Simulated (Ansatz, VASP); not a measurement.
# InH: VASP beside Ansatz

```xyz
2
Lattice="0.0000 2.6093 2.6093 2.6093 0.0000 2.6093 2.6093 2.6093 0.0000" Properties=species:S:1:pos:R:3 pbc="T T T"
In    0.0000    0.0000    0.0000
H     1.3046    1.3046    1.3046
```

Change from the starting cell: species swapped into the AlAs type (F-43m, No. 216).

Alike in both runs: task relaxation of cell and atoms; functional PBE; k mesh 18 × 18 × 18; occupations gaussian, width 0.1 eV; no spin polarisation.

|  | VASP | Ansatz |
| --- | --- | --- |
| version | VASP 6.6.1 | Ansatz 0.2.0 |
| potentials or method | VASP PAW PBE potentials, release 64 (In_d, H), cutoff 600 eV | scalar-relativistic, plane waves, PAW |
| valence electrons in the cell | 14 | 14 |

|  | VASP | Ansatz | Ansatz less VASP |
| --- | --- | --- | --- |
| gap on the k mesh at the Fermi level, each at its own relaxed structure (eV) | none | none | - |
| relaxed volume (Å³/atom) | 17.76 | 17.76 | 0.000 |
| relaxed cell length with the largest relative difference (Å) | 3.690 | 3.690 | 0.0000 |

A gap of «none» marks a metal or a gap that the smearing closes.

Noted on VASP's run: the relaxation stopped at its first step, so nothing moved.
